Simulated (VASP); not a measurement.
Set up this calculation in VASP 6.6.1, as the native input.

```yaml
Task: single point
Functional: PBE
Dispersion: D3(BJ)
Potentials_or_basis: VASP PAW PBE potentials, release 64 (S, O)
Cutoff: 520 eV
k_mesh: 6 × 4 × 4
Occupations: gaussian, width 0.1 eV
Spin: collinear spin, ferromagnetic start
Starting_moments: "[0.0, 0.0, 0.0, 1.0] μB"
Dipole_correction: no
Further_INCAR_settings: ALGO = Normal; EDIFF = 1e-06; NBANDS = 24
```

The structure of S3O lies in POSCAR:

```
S3O
1.0
    2.9653439014      0.0000000000      0.0000000000
    0.0000000000      5.7142301942      0.0000000000
    0.0000000000      0.0000000000      4.0696050228
S O
3 1
Direct
    0.0000000000      0.0000000000      0.5000000000
    0.5000000000      0.5000000000      0.7753705085
    0.5000000000      0.5000000000      0.2246294915
    0.0000000000      0.0000000000      0.0000000000
```

The cell was generated, and may not be a known phase.

These files were run (other wordings do the same):

INCAR

```
SYSTEM = S3O
  ALGO = Normal
  EDIFF = 1E-6
  ENCUT = 520
  GGA = PE
  ISIF = 2
  ISMEAR = 0
  ISPIN = 2
  IVDW = 12
  LASPH = .True.
  LCHARG = .False.
  LORBIT = 11
  LREAL = .False.
  LWAVE = .False.
  MAGMOM = 0 0 0 1
  NBANDS = 24
  NELM = 150
  PREC = Accurate
  SIGMA = 0.1
```

KPOINTS

```
k-points
0
Gamma
  6 4 4
  0 0 0
```

Potentials or basis: VASP PAW PBE potentials, release 64 (S, O).

Launch:

```sh
$ cat potpaw_PBE.64/S/POTCAR potpaw_PBE.64/O/POTCAR > POTCAR
$ mpirun -np 1 vasp_std > vasp.out
```

It gave:

```json
{
  "Pressure": "-0.4 GPa",
  "Largest force": "0.333 eV/Å",
  "Band gap on the k mesh": "zero (filled and empty bands overlap)",
  "Net moment": "0.01 μB per cell",
  "Valence electrons inside the program's atomic spheres": "S 3.33, 3.68 (each value once); O 4.78",
  "Dispersion energy per atom": "-0.245 eV"
}
```

Caveat: the k points lie up to 0.39 Å⁻¹ apart, too coarse for converged energies and pressures of a metal.

Run time: 76 s on 1 thread of AMD EPYC 7R13 Processor (Zen 3), with other jobs on the host, peak memory 0.21 GiB.
